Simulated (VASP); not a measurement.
# In5GaAs6 (P-4m2) in VASP: single point with PBE

Aim: the single point of In5GaAs6 with PBE.

Everything below comes from runs of VASP 6.6.1. Logs are shortened: lines on timing, memory, paths and dates and some standing lists are left out, and cuts for length are marked.

## Step 1: The cell of the first run

The structure is tetragonal, space group P-4m2 (No. 115). Conventional cell: a = 4.319 Å, b = 4.319 Å, c = 18.389 Å, α = 90.00°, β = 90.00°, γ = 90.00°. In (site symmetry 2mm) has 4 As at 2.67 Å within 3.5 Å. Within 3.5 Å of In (site symmetry 2mm) lie 4 As at 2.67 Å. In (site symmetry -4m2) has 4 As at 2.67 Å within 3.5 Å. Within 3.4 Å of Ga (site symmetry -4m2) lie 4 As at 2.55 Å. As (site symmetry 2mm) has 4 In at 2.67 Å within 3.5 Å. Within 3.5 Å of As (site symmetry 2mm) lie 4 In at 2.67 Å. As (site symmetry 2mm) has 2 Ga at 2.55 Å and 2 In at 2.67 Å within 3.4 Å.

## Step 2: Single point, PBE

File INCAR:

```
  PREC = Accurate
  ENCUT = 520
  EDIFF = 1E-6
  ISMEAR = 0
  SIGMA = 0.1
  LREAL = F
  LASPH = T
  NELM = 80
  ALGO = Normal
  ISIF = 2
  LWAVE = F
  LCHARG = F
  GGA = PE
  NBANDS = 66
```

File KPOINTS:

```
regular mesh
0
Gamma
  10 10 2
```

File POSCAR:

```
In5GaAs6
1.0
    4.3185719000      0.0000000000      0.0000000000
    0.0000000000      4.3185719000      0.0000000000
    0.0000000000      0.0000000000     18.3889844000
In Ga As
5 1 6
Direct
    0.5000000000      0.5000000000      0.1591780000
    0.0000000000      0.0000000000      0.3295470000
    0.5000000000      0.5000000000      0.5000000000
    0.0000000000      0.0000000000      0.6704530000
    0.5000000000      0.5000000000      0.8408220000
    0.0000000000      0.0000000000      0.0000000000
    0.5000000000      0.0000000000      0.2443420000
    0.0000000000      0.5000000000      0.4147690000
    0.5000000000      0.0000000000      0.5852310000
    0.0000000000      0.5000000000      0.7556580000
    0.5000000000      0.0000000000      0.9265180000
    0.0000000000      0.5000000000      0.0734820000
```

Potentials or basis: VASP PAW PBE potentials, release 64 (In_d, Ga_d, As).

Run with:

```
$ cat potpaw_PBE.64/In_d/POTCAR potpaw_PBE.64/Ga_d/POTCAR potpaw_PBE.64/As/POTCAR > POTCAR
$ mpirun -np 1 vasp_std > vasp.out
```

OUTCAR:

```text
PREC = Accurate
   ENCUT = 520
   EDIFF = 1E-6
   ISMEAR = 0
   LREAL = F
   LASPH = T
   NELM = 80
   ISIF = 2
   GGA = PE

 ion  position               nearest neighbor table
   1  0.500  0.500  0.159-   7 2.67   7 2.67  12 2.67  12 2.67
   2  0.000  0.000  0.330-   7 2.67   7 2.67   8 2.67   8 2.67
   3  0.500  0.500  0.500-   8 2.67   9 2.67   9 2.67   8 2.67
   4  0.000  0.000  0.670-  10 2.67  10 2.67   9 2.67   9 2.67
   5  0.500  0.500  0.841-  10 2.67  10 2.67  11 2.67  11 2.67
   6  0.000  0.000  0.000-  11 2.55  12 2.55  12 2.55  11 2.55
   7  0.500  0.000  0.244-   1 2.67   1 2.67   2 2.67   2 2.67
   8  0.000  0.500  0.415-   2 2.67   2 2.67   3 2.67   3 2.67
   9  0.500  0.000  0.585-   4 2.67   4 2.67   3 2.67   3 2.67
  10  0.000  0.500  0.756-   5 2.67   5 2.67   4 2.67   4 2.67
  11  0.500  0.000  0.927-   6 2.55   6 2.55   5 2.67   5 2.67
  12  0.000  0.500  0.073-   6 2.55   6 2.55   1 2.67   1 2.67

  LATTYP: Found a simple tetragonal cell.
 ALAT       =     4.3185719000
 C/A-ratio  =     4.2581169946

  Lattice vectors:

 A1 = (   4.3185719000,   0.0000000000,   0.0000000000)
 A2 = (   0.0000000000,   4.3185719000,   0.0000000000)
 A3 = (   0.0000000000,   0.0000000000,  18.3889844000)

Analysis of symmetry for initial positions (statically):
=====================================================================
 Subroutine PRICEL returns:
 Original cell was already a primitive cell.

 Routine SETGRP: Setting up the symmetry group for a
 simple tetragonal supercell.

 Subroutine GETGRP returns: Found  8 space group operations
 (whereof  8 operations were pure point group operations)
 out of a pool of 16 trial point group operations.

The static configuration has the point symmetry D_2d.

Analysis of symmetry for dynamics (positions and initial velocities):
=====================================================================
 Subroutine PRICEL returns:
 Original cell was already a primitive cell.

 Routine SETGRP: Setting up the symmetry group for a
 simple tetragonal supercell.

 Subroutine GETGRP returns: Found  8 space group operations
 (whereof  8 operations were pure point group operations)
 out of a pool of 16 trial point group operations.

The dynamic configuration has the point symmetry D_2d.

 Subroutine INISYM returns: Found  8 space group operations
 (whereof  8 operations are pure point group operations),
 and found     1 'primitive' translations

----------------------------------------------------------------------------------------

                                     Primitive cell

  volume of cell :     342.9557

  direct lattice vectors                    reciprocal lattice vectors
     4.318571900  0.000000000  0.000000000     0.231558030  0.000000000  0.000000000
     0.000000000  4.318571900  0.000000000     0.000000000  0.231558030  0.000000000
     0.000000000  0.000000000 18.388984400     0.000000000  0.000000000  0.054380382

  length of vectors
     4.318571900  4.318571900 18.388984400     0.231558030  0.231558030  0.054380382

  position of ions in fractional coordinates (direct lattice)
     0.500000000  0.500000000  0.159178000
     0.000000000  0.000000000  0.329547000
     0.500000000  0.500000000  0.500000000
     0.000000000  0.000000000  0.670453000
     0.500000000  0.500000000  0.840822000
     0.000000000  0.000000000  0.000000000
     0.500000000  0.000000000  0.244342000
     0.000000000  0.500000000  0.414769000
     0.500000000  0.000000000  0.585231000
     0.000000000  0.500000000  0.755658000
     0.500000000  0.000000000  0.926518000
     0.000000000  0.500000000  0.073482000

  ion indices of the primitive-cell ions
   primitive index   ion index
                 1           1
                 2           2
                 3           3
                 4           4
                 5           5
                 6           6
                 7           7
                 8           8
                 9           9
                10          10
                11          11
                12          12

----------------------------------------------------------------------------------------

 KPOINTS: regular mesh

Automatic generation of k-mesh.
 Grid dimensions read from file:
 generate k-points for:   10   10    2

 Generating k-lattice:

  Cartesian coordinates                     Fractional coordinates (reciprocal lattice)
     0.023155803  0.000000000  0.000000000     0.100000000  0.000000000  0.000000000
     0.000000000  0.023155803  0.000000000     0.000000000  0.100000000  0.000000000
     0.000000000  0.000000000  0.027190191     0.000000000  0.000000000  0.500000000

  Length of vectors
     0.023155803  0.023155803  0.027190191

  Shift w.r.t. Gamma in fractional coordinates (k-lattice)
     0.000000000  0.000000000  0.000000000

 Subroutine IBZKPT returns following result:
 ===========================================

 Found     42 irreducible k-points:

 Following reciprocal coordinates:
            Coordinates               Weight
  0.000000  0.000000  0.000000      1.000000
  0.100000  0.000000  0.000000      4.000000
  0.200000  0.000000  0.000000      4.000000
  0.300000  0.000000  0.000000      4.000000
  0.400000  0.000000  0.000000      4.000000
  0.500000  0.000000  0.000000      2.000000
[... 16 lines left out ...]
  0.100000  0.000000  0.500000      4.000000
  0.200000  0.000000  0.500000      4.000000
 [... further k-points ...]
   k-points           NKPTS =     42   k-points in BZ     NKDIM =     42   number of bands    NBANDS=     66
   number of dos      NEDOS =    301   number of ions     NIONS =     12
   total plane-waves  NPLWV = 143360
   dimension x,y,z NGX =    32 NGY =   32 NGZ =  140
   dimension x,y,z NGXF=    64 NGYF=   64 NGZF=  280
   ions per type =               5   1   6
   NGX,Y,Z   is equivalent  to a cutoff of  12.32, 12.32, 12.66 a.u.
   NGXF,Y,Z  is equivalent  to a cutoff of  24.64, 24.64, 25.31 a.u.
 SYSTEM =  unknown system
   PREC   = accura    normal or accurate (medium, high low for compatibility)
   ISTART =      0    job   : 0-new  1-cont  2-samecut
   ICHARG =      2    charge: 1-file 2-atom 10-const
   ISPIN  =      1    spin polarized calculation?
   LNONCOLLINEAR =      F non collinear calculations
   LSORBIT =      F    spin-orbit coupling
   LASPH  =      T    aspherical Exc in radial PAW
   ENCUT  =  520.0 eV  38.22 Ry    6.18 a.u.   8.03  8.03 34.19*2*pi/ulx,y,z
   NELM   =     80;   NELMIN=  2; NELMDL= -5     # of ELM steps
   EDIFF  = 0.1E-05   stopping-criterion for ELM
   LREAL  =      F    real-space projection
   EDIFFG = 0.1E-04   stopping-criterion for IOM
   NSW    =      0    number of steps for IOM
   IBRION =     -1    ionic relax: 0-MD 1-quasi-New 2-CG
   NFREE  =      0    steps in history (QN), initial steepest desc. (CG)
   ISIF   =      2    stress and relaxation
   ISYM   =      2    0-nonsym 1-usesym 2-fastsym
   POTIM  = 0.5000    time-step for ionic-motion
   TEBEG  =    0.0;   TEEND  =   0.0 temperature during run
   PSTRESS=    0.0 pullay stress
   NELECT =     108.0000    total number of electrons
   NUPDOWN=      -1.0000    fix difference up-down
   EMIN   =  10.00;   EMAX   =-10.00  energy-range for DOS
   EFERMI =   0.00;   METHOD = LEGACY
   ISMEAR =     0;   SIGMA  =   0.10  broadening in eV -4-tet -1-fermi 0-gaus
   EFERMI_NEDOS =   21; number of points for ismear=-14 and -15
   IALGO  =     38    algorithm
   IMIX   =      4    mixing-type and parameters
     AMIX     =   0.40;   BMIX     =  1.00
     AMIX_MAG =   1.60;   BMIX_MAG =  1.00
  volume/ion in A,a.u.               =      28.58       192.86
  Fermi-wavevector in a.u.,A,eV,Ry     =   1.113790  2.104758 16.878417  1.240529
  Thomas-Fermi vector in A             =   2.250379
   LORBIT       =      0    0 simple, 1 ext, 2 COOP (PROOUT), +10 PAW based schemes
   GGA     = PE    functional components
   LHFCALC =     F    Hartree Fock is set to
   AEXX    =    0.0000 exact exchange contribution
   IVDW    =     0    specifies the selected vdW correction
   LEPSILON=     F    determine dielectric tensor
   LRPA    =     F    only Hartree local field effects (RPA)
 non-spin polarized calculation
 Gauss-broadening in eV      SIGMA  =   0.10
  energy-cutoff  :      520.00
  volume of cell :      342.96
 maximum number of plane-waves:      9312
   NGX = 17   NGY = 17   NGZ = 69

 number of electron     107.9999993 magnetization

 Free energy of the ion-electron system (eV)
  ---------------------------------------------------
  ext. energy  EPLUGINS =         0.00000000
  ---------------------------------------------------
  free energy    TOTEN  =       -46.74159499 eV

  energy without entropy =      -46.74045617  energy(sigma->0) =      -46.74102558

 E-fermi :   3.8823     XC(G=0):  -8.8873

 val. band max:        3.8289269238   @ k =   0.0000   0.0000   0.0000
 cond. band min:       4.4639042489   @ k =   0.5000   0.0000   0.5000
 fundamental gap:      0.6349773251
 Fermi energy:         3.8822682869

 k-point     1 :       0.0000    0.0000    0.0000
  band No.  band energies     occupation
      1     -10.9679      2.00000
      2     -10.9294      2.00000
      3     -10.9294      2.00000
      4     -10.9079      2.00000
      5     -10.8659      2.00000
      6     -10.6081      2.00000
[... 58 lines left out ...]
     65       6.8057      0.00000
     66       7.6738      0.00000

 k-point     2 :       0.1000    0.0000    0.0000
  band No.  band energies     occupation
      1     -10.9670      2.00000
      2     -10.9312      2.00000
      3     -10.9293      2.00000
      4     -10.9071      2.00000
      5     -10.8664      2.00000
      6     -10.6051      2.00000
[... 58 lines left out ...]
     65       7.1420      0.00000
     66       7.6114      0.00000

 k-point     3 :       0.2000    0.0000    0.0000
  band No.  band energies     occupation
      1     -10.9651      2.00000
      2     -10.9353      2.00000
      3     -10.9290      2.00000
      4     -10.9050      2.00000
      5     -10.8677      2.00000
      6     -10.5975      2.00000
[... 1438 lines left out ...]
     65       7.5763      0.00000
     66       7.6995      0.00000

 k-point    24 :       0.2000    0.0000    0.5000
  band No.  band energies     occupation
      1     -10.9651      2.00000
      2     -10.9353      2.00000
      3     -10.9290      2.00000
      4     -10.9050      2.00000
      5     -10.8677      2.00000
      6     -10.5980      2.00000
[... 58 lines left out ...]
     65       8.0570      0.00000
     66       8.1206      0.00000

 [... further k-points ...]

------------------------ aborting loop because EDIFF is reached ----------------------------------------

  FORCE on cell =-STRESS in cart. coord.  units (eV):
  Direction    XX          YY          ZZ          XY          YZ          ZX
  --------------------------------------------------------------------------------------
  -------------------------------------------------------------------------------------
  Total        0.1307032      0.1307032      0.1361156      0.0000000      0.0000000      0.0000000
  in kB        0.6106030      0.6106030      0.6358878      0.0000000      0.0000000      0.0000000
  external PRESSURE =       0.6190312 kB  Pullay stress =       0.0000000 kB

 VOLUME and BASIS-vectors are now :
 -----------------------------------------------------------------------------
  energy-cutoff  :      520.00
  volume of cell :      342.96
      direct lattice vectors                 reciprocal lattice vectors
     4.318571900  0.000000000  0.000000000     0.231558030  0.000000000  0.000000000
     0.000000000  4.318571900  0.000000000     0.000000000  0.231558030  0.000000000
     0.000000000  0.000000000 18.388984400     0.000000000  0.000000000  0.054380382

 POSITION                                       TOTAL-FORCE (eV/Angst)
 -----------------------------------------------------------------------------------
      2.15929      2.15929      2.92712         0.000000     -0.000000     -0.000831
      0.00000      0.00000      6.06003         0.000000      0.000000     -0.000343
      2.15929      2.15929      9.19449         0.000000     -0.000000      0.000000
      0.00000      0.00000     12.32895         0.000000      0.000000      0.000343
      2.15929      2.15929     15.46186         0.000000     -0.000000      0.000831
      0.00000      0.00000      0.00000         0.000000      0.000000      0.000000
      2.15929      0.00000      4.49320         0.000000      0.000000      0.000402
      0.00000      2.15929      7.62718         0.000000      0.000000      0.000108
      2.15929      0.00000     10.76180         0.000000      0.000000     -0.000108
      0.00000      2.15929     13.89578         0.000000      0.000000     -0.000402
      2.15929      0.00000     17.03773         0.000000      0.000000     -0.005781
      0.00000      2.15929      1.35126         0.000000      0.000000      0.005781
 -----------------------------------------------------------------------------------
    total drift:                                0.000000     -0.000000      0.000000

  FREE ENERGIE OF THE ION-ELECTRON SYSTEM (eV)
  ---------------------------------------------------
  free  energy   TOTEN  =       -46.7415949854 eV

  energy  without entropy=      -46.7404561732  energy(sigma->0) =      -46.74102558
```

It took 34 min on 1 thread of Intel Xeon 8259CL, shared host; peak memory 0.88 GiB.

Results:

| Item | Value |
| --- | --- |
| Free energy | -46.7416 eV |
| Pressure | 0.1 GPa |
| Largest force | 0.006 eV/Å |
| Band gap on the k mesh | zero (filled and empty bands touch) |

Forces on the atoms (eV/Å):
```
In   0.000  0.000 -0.001
In   0.000  0.000  0.000
In   0.000  0.000  0.000
In   0.000  0.000  0.000
In   0.000  0.000  0.001
Ga   0.000  0.000  0.000
As   0.000  0.000  0.000
As   0.000  0.000  0.000
As   0.000  0.000  0.000
As   0.000  0.000  0.000
As   0.000  0.000 -0.006
As   0.000  0.000  0.006
```

Caveat: semilocal functionals underestimate gaps, and a narrow one can read as zero; spin-orbit coupling is left out, which moves the levels of the heavy elements.

The gap in the log of VASP goes by the Fermi energy; the results here count the filled bands.